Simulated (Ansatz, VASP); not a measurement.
# One calculation of LiF, two programs

File INCAR:

```
ALGO = Normal
EDIFF = 1E-6
ENCUT = 520
GGA = PE
ISIF = 2
ISMEAR = 0
LASPH = True
LCHARG = True
LELF = True
LREAL = False
LVHAR = True
LWAVE = False
NBANDS = 12
NELM = 60
PREC = Accurate
SIGMA = 0.02
```

Contents of KPOINTS:

```
k-points
0
Gamma
  10 10 10
```

File POSCAR:

```
LiF
1.0
    0.0000000000      1.9491475094      1.9491475094
    1.9491475094      0.0000000000      1.9491475094
    1.9491475094      1.9491475094      0.0000000000
Li F
1 1
Direct
    0.5000000000      0.5000000000      0.5000000000
    0.0000000000      0.0000000000      0.0000000000
```

Input for Ansatz:

```yaml
crystal:
  lattice:
    - [0.0, 1.9491475094, 1.9491475094]
    - [1.9491475094, 0.0, 1.9491475094]
    - [1.9491475094, 1.9491475094, 0.0]
  atoms:
    - { symbol: Li, position: [0.5, 0.5, 0.5] }
    - { symbol: F, position: [0.0, 0.0, 0.0] }
basis:
  ecutwfc: 420
kpoints:
  mp_grid: { grid: [10, 10, 10] }
hamiltonian:
  xc: pbe
scf:
  occupations: { method: gaussian, width: 0.02 }
output:
  forces: true
  stress: true
  eigenvalues: true
```

Alike in both runs: task single point; functional PBE; k mesh 10 × 10 × 10; occupations gaussian, width 0.02 eV; no spin polarisation.

```csv
,VASP,Ansatz
version,VASP 6.6.1,Ansatz 0.2.0
potentials or method,"VASP PAW PBE potentials, release 64 (Li_sv, F), cutoff 520 eV","scalar-relativistic, plane waves, PAW"
valence electrons in the cell,10,10
```

```tsv
	VASP	Ansatz	Ansatz less VASP
gap on the k mesh at the Fermi level (eV)	10.02	10.02	-0.001
least direct gap on the mesh (eV)	10.02	10.02	-0.001
```

With one functional, cell and mesh, what is left measures potentials, basis and numerics.

Noted on VASP's run: the cutoff is short for stress, so the pressure is rough.
